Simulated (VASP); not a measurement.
# AgBr: single point with PBEsol

The system is AgBr.

```
CELL_PARAMETERS angstrom
0.00000 2.74272 2.74272
2.74272 0.00000 2.74272
2.74272 2.74272 0.00000
ATOMIC_POSITIONS crystal
Ag 0.00000 0.00000 0.00000
Br 0.50000 0.50000 0.50000
```

| Quantity | Value |
| --- | --- |
| Program | VASP 6.6.1 |
| Task | single point |
| Functional | PBEsol |
| Potentials or basis | VASP PAW PBE potentials, release 64 (Ag, Br) |
| Cutoff | 500 eV |
| k mesh | 8 × 8 × 8 |
| Occupations | gaussian, width 0.01 eV |
| Spin | no spin polarisation |

The pressure is 7.0 GPa. The band gap on the k mesh is 0.52 eV, indirect (least direct gap 2.99 eV).

Levels at points of the mesh, in eV from the valence-band top:
```tsv
k point	band 6	band 7	band 8	band 9	band 10	band 11	band 12	band 13
(0.00, 0.00, 0.00)	-3.51	-2.47	-2.47	-2.47	0.52	9.77	9.77	9.77
(0.50, 0.00, 0.00)	-3.07	-2.65	0.00	0.00	3.12	6.32	6.32	7.39
(0.50, 0.50, 0.00)	-3.28	-2.93	-2.93	-2.70	1.14	6.65	9.48	11.59
```

Wall time 31 s on 1 thread of Intel Xeon 8259CL, with other jobs on the host, peak memory 0.17 GiB.

Caveat: the PAW data sets were made with another functional, which shifts forces and pressure a little. A k mesh can miss the band edges.
